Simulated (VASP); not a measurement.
# C in VASP: notebook

Runs on C. Level: r2SCAN. Tasks: single point.

Everything below comes from runs of VASP 6.6.1. Logs are shortened: lines on timing, memory, paths and dates and some standing lists are left out, and cuts for length are marked.

## (1) The cell of the first run

Symmetry: Fd-3m, No. 227, cubic system. Conventional cell: a = 3.567 Å, b = 3.567 Å, c = 3.567 Å, α = 90.00°, β = 90.00°, γ = 90.00°. C (site symmetry -43m) has 4 C at 1.54 Å within 2.1 Å.

## (2) Single point, r2SCAN

The input, POSCAR:

```
C
1.0
    0.0000000000      1.7833700000      1.7833700000
    1.7833700000      0.0000000000      1.7833700000
    1.7833700000      1.7833700000      0.0000000000
C
2
Direct
    0.0000000000      0.0000000000      0.0000000000
    0.2500000000      0.2500000000      0.2500000000
```

The input, INCAR.step1:

```
ALGO     = Normal         # electronic algorithm
EDIFF    = 1E-5           # SCF threshold, eV
ENCUT    = 660            # plane-wave cutoff, eV
GGA      = PE             # functional
GGA_COMPAT= False        
ISMEAR   = -1             # smearing method
LASPH    = True           # aspherical terms in the spheres
LCHARG   = False          # write CHGCAR
LREAL    = False          # projectors in reciprocal space
LWAVE    = True           # write WAVECAR
NBANDS   = 11             # bands
NELM     = 120            # most SCF steps
PREC     = Accurate       # precision mode
SIGMA    = 0.02           # smearing width, eV
```

The input, INCAR.step2:

```
ALGO     = Normal         # electronic algorithm
EDIFF    = 1E-6           # SCF threshold, eV
ENCUT    = 660            # plane-wave cutoff, eV
GGA_COMPAT= False        
ISIF     = 2              # what is computed and relaxed
ISMEAR   = -1             # smearing method
ISTART   = 1            
LASPH    = True           # aspherical terms in the spheres
LCHARG   = False          # write CHGCAR
LMIXTAU  = True         
LREAL    = False          # projectors in reciprocal space
LWAVE    = False          # write WAVECAR
METAGGA  = R2SCAN         # meta-GGA
NBANDS   = 11             # bands
NELM     = 120            # most SCF steps
PREC     = Accurate       # precision mode
SIGMA    = 0.02           # smearing width, eV
```

The input, KPOINTS:

```
k-points
0
Gamma
  9 9 9
```

Potentials or basis: VASP PAW PBE potentials, release 64 (C).

Started as:

```console
> cat potpaw_PBE.64/C/POTCAR > POTCAR
> cp INCAR.step1 INCAR
> mpirun -np 1 vasp_std > vasp.out
> cp INCAR.step2 INCAR
> mpirun -np 1 vasp_std > vasp.out
```

OUTCAR:

```text
EDIFF = 1E-6
   ENCUT = 660
   ISIF = 2
   ISMEAR = -1
   ISTART = 1
   LASPH = True
   LREAL = False
   METAGGA = R2SCAN
   NELM = 120
   PREC = Accurate

 ion  position               nearest neighbor table
   1  0.000  0.000  0.000-   2 1.54   2 1.54   2 1.54   2 1.54
   2  0.250  0.250  0.250-   1 1.54   1 1.54   1 1.54   1 1.54

  LATTYP: Found a face centered cubic cell.
 ALAT       =     3.5667400000

  Lattice vectors:

 A1 = (   0.0000000000,   1.7833700000,   1.7833700000)
 A2 = (   1.7833700000,   0.0000000000,   1.7833700000)
 A3 = (   1.7833700000,   1.7833700000,   0.0000000000)

Analysis of symmetry for initial positions (statically):
=====================================================================
 Subroutine PRICEL returns:
 Original cell was already a primitive cell.

 Routine SETGRP: Setting up the symmetry group for a
 face centered cubic supercell.

 Subroutine GETGRP returns: Found 48 space group operations
 (whereof 24 operations were pure point group operations)
 out of a pool of 48 trial point group operations.

The static configuration has the point symmetry T_d .
 The point group associated with its full space group is O_h .

Analysis of symmetry for dynamics (positions and initial velocities):
=====================================================================
 Subroutine PRICEL returns:
 Original cell was already a primitive cell.

 Routine SETGRP: Setting up the symmetry group for a
 face centered cubic supercell.

 Subroutine GETGRP returns: Found 48 space group operations
 (whereof 24 operations were pure point group operations)
 out of a pool of 48 trial point group operations.

The dynamic configuration has the point symmetry T_d .
 The point group associated with its full space group is O_h .

 Subroutine INISYM returns: Found 48 space group operations
 (whereof 24 operations are pure point group operations),
 and found     1 'primitive' translations

----------------------------------------------------------------------------------------

                                     Primitive cell

  volume of cell :      11.3437

  direct lattice vectors                    reciprocal lattice vectors
     0.000000000  1.783370000  1.783370000    -0.280368067  0.280368067  0.280368067
     1.783370000  0.000000000  1.783370000     0.280368067 -0.280368067  0.280368067
     1.783370000  1.783370000  0.000000000     0.280368067  0.280368067 -0.280368067

  length of vectors
     2.522066041  2.522066041  2.522066041     0.485611737  0.485611737  0.485611737

  position of ions in fractional coordinates (direct lattice)
     0.000000000  0.000000000  0.000000000
     0.250000000  0.250000000  0.250000000

  ion indices of the primitive-cell ions
   primitive index   ion index
                 1           1
                 2           2

----------------------------------------------------------------------------------------

 KPOINTS: k-points

Automatic generation of k-mesh.
 Grid dimensions read from file:
 generate k-points for:    9    9    9

 Generating k-lattice:

  Cartesian coordinates                     Fractional coordinates (reciprocal lattice)
    -0.031152007  0.031152007  0.031152007     0.111111111  0.000000000  0.000000000
     0.031152007 -0.031152007  0.031152007     0.000000000  0.111111111  0.000000000
     0.031152007  0.031152007 -0.031152007     0.000000000  0.000000000  0.111111111

  Length of vectors
     0.053956860  0.053956860  0.053956860

  Shift w.r.t. Gamma in fractional coordinates (k-lattice)
     0.000000000  0.000000000  0.000000000

 Subroutine IBZKPT returns following result:
 ===========================================

 Found     35 irreducible k-points:

 Following reciprocal coordinates:
            Coordinates               Weight
  0.000000  0.000000  0.000000      1.000000
  0.111111  0.000000  0.000000      8.000000
  0.222222  0.000000  0.000000      8.000000
  0.333333  0.000000  0.000000      8.000000
  0.444444  0.000000  0.000000      8.000000
  0.111111  0.111111  0.000000      6.000000
[... 16 lines left out ...]
 -0.333333  0.333333  0.000000     12.000000
  0.444444  0.444444  0.000000      6.000000
 [... further k-points ...]
   k-points           NKPTS =     35   k-points in BZ     NKDIM =     35   number of bands    NBANDS=     11
   number of dos      NEDOS =    301   number of ions     NIONS =      2
   total plane-waves  NPLWV =  13824
   dimension x,y,z NGX =    24 NGY =   24 NGZ =   24
   dimension x,y,z NGXF=    48 NGYF=   48 NGZF=   48
   ions per type =               2
   NGX,Y,Z   is equivalent  to a cutoff of  15.82, 15.82, 15.82 a.u.
   NGXF,Y,Z  is equivalent  to a cutoff of  31.64, 31.64, 31.64 a.u.
 SYSTEM =  unknown system
   PREC   = accura    normal or accurate (medium, high low for compatibility)
   ISTART =      1    job   : 0-new  1-cont  2-samecut
   ICHARG =      0    charge: 1-file 2-atom 10-const
   ISPIN  =      1    spin polarized calculation?
   LNONCOLLINEAR =      F non collinear calculations
   LSORBIT =      F    spin-orbit coupling
   LASPH  =      T    aspherical Exc in radial PAW
   ENCUT  =  660.0 eV  48.51 Ry    6.96 a.u.   5.28  5.28  5.28*2*pi/ulx,y,z
   NELM   =    120;   NELMIN=  2; NELMDL=  0     # of ELM steps
   EDIFF  = 0.1E-05   stopping-criterion for ELM
   LREAL  =      F    real-space projection
   EDIFFG = 0.1E-04   stopping-criterion for IOM
   NSW    =      0    number of steps for IOM
   IBRION =     -1    ionic relax: 0-MD 1-quasi-New 2-CG
   NFREE  =      0    steps in history (QN), initial steepest desc. (CG)
   ISIF   =      2    stress and relaxation
   ISYM   =      2    0-nonsym 1-usesym 2-fastsym
   POTIM  = 0.5000    time-step for ionic-motion
   TEBEG  =    0.0;   TEEND  =   0.0 temperature during run
   PSTRESS=    0.0 pullay stress
   NELECT =       8.0000    total number of electrons
   NUPDOWN=      -1.0000    fix difference up-down
   EMIN   =  10.00;   EMAX   =-10.00  energy-range for DOS
   EFERMI =   0.00;   METHOD = LEGACY
   ISMEAR =    -1;   SIGMA  =   0.02  broadening in eV -4-tet -1-fermi 0-gaus
   EFERMI_NEDOS =   21; number of points for ismear=-14 and -15
   IALGO  =     38    algorithm
   IMIX   =      4    mixing-type and parameters
     AMIX     =   0.40;   BMIX     =  1.00
     AMIX_MAG =   1.60;   BMIX_MAG =  1.00
  volume/ion in A,a.u.               =       5.67        38.28
  Fermi-wavevector in a.u.,A,eV,Ry     =   1.457203  2.753714 28.891161  2.123440
  Thomas-Fermi vector in A             =   2.574032
   LORBIT       =      0    0 simple, 1 ext, 2 COOP (PROOUT), +10 PAW based schemes
   METAGGA = R2SCAN    functional components
   LHFCALC =     F    Hartree Fock is set to
   AEXX    =    0.0000 exact exchange contribution
   IVDW    =     0    specifies the selected vdW correction
   LEPSILON=     F    determine dielectric tensor
   LRPA    =     F    only Hartree local field effects (RPA)
 non-spin polarized calculation
  energy-cutoff  :      660.00
  volume of cell :       11.34
 maximum number of plane-waves:       448
 NGX is ok and might be reduce to    24
   NGX = 11   NGY = 11   NGZ = 11

 number of electron       8.0000000 magnetization

 Free energy of the ion-electron system (eV)
  ---------------------------------------------------
  ext. energy  EPLUGINS =         0.00000000
  ---------------------------------------------------
  free energy    TOTEN  =       -19.66879702 eV

  energy without entropy =      -19.66879702  energy(sigma->0) =      -19.66879702

 E-fermi :  10.0844     XC(G=0): -14.2568

 val. band max:        9.7099564886   @ k =   0.0000   0.0000   0.0000
 cond. band min:      14.0537223234   @ k =   0.3333   0.3333   0.0000
 fundamental gap:      4.3437658348
 Fermi energy:        10.0844136839

 k-point     1 :       0.0000    0.0000    0.0000
  band No.  band energies     occupation
      1     -12.9837      2.00000
      2       9.7100      2.00000
      3       9.7100      2.00000
      4       9.7100      2.00000
      5      15.5459      0.00000
      6      15.5459      0.00000
      7      15.5459      0.00000
      8      23.5267      0.00000
      9      30.1081      0.00000
     10      37.0994      0.00000
     11      37.0994      0.00000

 k-point     2 :       0.1111    0.0000    0.0000
  band No.  band energies     occupation
      1     -12.6272      2.00000
      2       7.5714      2.00000
      3       9.1377      2.00000
      4       9.1377      2.00000
      5      16.2984      0.00000
      6      16.2984      0.00000
      7      16.7172      0.00000
      8      23.8877      0.00000
      9      30.6825      0.00000
     10      34.3846      0.00000
     11      34.3846      0.00000

 k-point     3 :       0.2222    0.0000    0.0000
  band No.  band energies     occupation
      1     -11.5662      2.00000
      2       3.7077      2.00000
      3       8.0945      2.00000
      4       8.0945      2.00000
      5      17.6208      0.00000
      6      17.6208      0.00000
      7      17.9911      0.00000
      8      24.8550      0.00000
      9      31.5116      0.00000
     10      32.9884      0.00000
     11      32.9884      0.00000

 k-point     4 :       0.3333    0.0000    0.0000
  band No.  band energies     occupation
      1      -9.8406      2.00000
      2      -0.2162      2.00000
      3       7.2423      2.00000
      4       7.2423      2.00000
      5      18.4007      0.00000
      6      18.4007      0.00000
      7      18.5897      0.00000
      8      25.8796      0.00000
      9      31.8396      0.00000
     10      33.9230      0.00000
     11      33.9230      0.00000
[... 239 lines left out ...]
 k-point    22 :      -0.4444    0.3333    0.0000
  band No.  band energies     occupation
      1      -5.0713      2.00000
      2      -2.1925      2.00000
      3       0.7370      2.00000
      4       3.9391      2.00000
      5      15.5535      0.00000
      6      20.1461      0.00000
      7      25.0087      0.00000
      8      25.8393      0.00000
      9      30.6380      0.00000
     10      35.1820      0.00000
     11      37.9566      0.00000

 k-point    23 :      -0.3333    0.3333    0.0000
  band No.  band energies     occupation
      1      -5.2791      2.00000
      2      -1.9423      2.00000
      3      -0.1126      2.00000
      4       4.7468      2.00000
      5      16.3799      0.00000
      6      23.3582      0.00000
      7      23.9856      0.00000
      8      25.5345      0.00000
      9      27.5991      0.00000
     10      34.4187      0.00000
     11      36.0330      0.00000

 k-point    24 :       0.4444    0.4444    0.0000
  band No.  band energies     occupation
      1      -5.6758      2.00000
      2      -1.9634      2.00000
      3       3.1678      2.00000
      4       3.1678      2.00000
      5      14.2620      0.00000
      6      15.4349      0.00000
      7      27.1786      0.00000
      8      27.1786      0.00000
      9      33.7605      0.00000
     10      34.6436      0.00000
     11      44.0134      0.00000

 [... further k-points ...]
[... 5 lines left out ...]
  --------------------------------------------------------------------------------------
  -------------------------------------------------------------------------------------
  Total       -0.1627187     -0.1627187     -0.1627187      0.0000000      0.0000000      0.0000000
  in kB      -22.9823144    -22.9823144    -22.9823144      0.0000000      0.0000000      0.0000000
  external PRESSURE =     -22.9823144 kB  Pullay stress =       0.0000000 kB

 VOLUME and BASIS-vectors are now :
 -----------------------------------------------------------------------------
  energy-cutoff  :      660.00
  volume of cell :       11.34
      direct lattice vectors                 reciprocal lattice vectors
     0.000000000  1.783370000  1.783370000    -0.280368067  0.280368067  0.280368067
     1.783370000  0.000000000  1.783370000     0.280368067 -0.280368067  0.280368067
     1.783370000  1.783370000  0.000000000     0.280368067  0.280368067 -0.280368067

 POSITION                                       TOTAL-FORCE (eV/Angst)
 -----------------------------------------------------------------------------------
      0.00000      0.00000      0.00000         0.000000      0.000000      0.000000
      0.89168      0.89168      0.89168        -0.000000     -0.000000     -0.000000
 -----------------------------------------------------------------------------------
    total drift:                               -0.000000      0.000000      0.000000

  FREE ENERGIE OF THE ION-ELECTRON SYSTEM (eV)
  ---------------------------------------------------
  free  energy   TOTEN  =       -19.6687970234 eV

  energy  without entropy=      -19.6687970234  energy(sigma->0) =      -19.66879702
```

It used 34 s of CPU time on 1 thread of AMD EPYC 7R13 Processor (Zen 3) (shared host).

Results:

* Free energy: -19.6688 eV
* Pressure: -2.3 GPa
* Band gap on the k mesh: 4.34 eV, indirect (least direct gap 5.84 eV)

Caveat: the PAW data sets were made with another functional, which shifts forces and pressure a little. r2SCAN opens gaps a little over a GGA but as a rule still falls short of measured ones.

[end of part 1 of 2]
